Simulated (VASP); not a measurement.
A run of VASP 6.6.1 is set up as follows.

Contents of INCAR:

```
PREC = Accurate
ENCUT = 520
EDIFF = 1E-7
ISMEAR = -1
SIGMA = 0.1
LREAL = False
LASPH = True
NELM = 60
ALGO = Normal
ISIF = 2
LWAVE = False
LCHARG = True
GGA = PE
LELF = True
LVHAR = True
NBANDS = 17
```

KPOINTS

```
Automatic mesh
0
Gamma
  14 14 14
```

The input POSCAR:

```
Hf
1.0
   -2.8090321131      2.8090321131      1.5106250654
    2.8090321131     -2.8090321131      1.5106250654
    2.8090321131      2.8090321131     -1.5106250654
Hf
2
Direct
   -0.3750000000     -0.1250000000     -0.2500000000
    0.3750000000      0.1250000000      0.2500000000
```

Potentials or basis: VASP PAW PBE potentials, release 64 (Hf_pv).

Run with:

```bash
$ cat potpaw_PBE.64/Hf_pv/POTCAR > POTCAR
$ mpirun -np 1 vasp_std > vasp.out
```

**Question.** What does it give for the band gap on the k mesh?

**Answer.** Zero (bands 10 and 11 overlap by 0.73 eV).

**Question.** Estimate the pressure.

**Answer.** -2.1 GPa.

Caveat: spin-orbit coupling is left out, which moves the levels of the heavy elements.
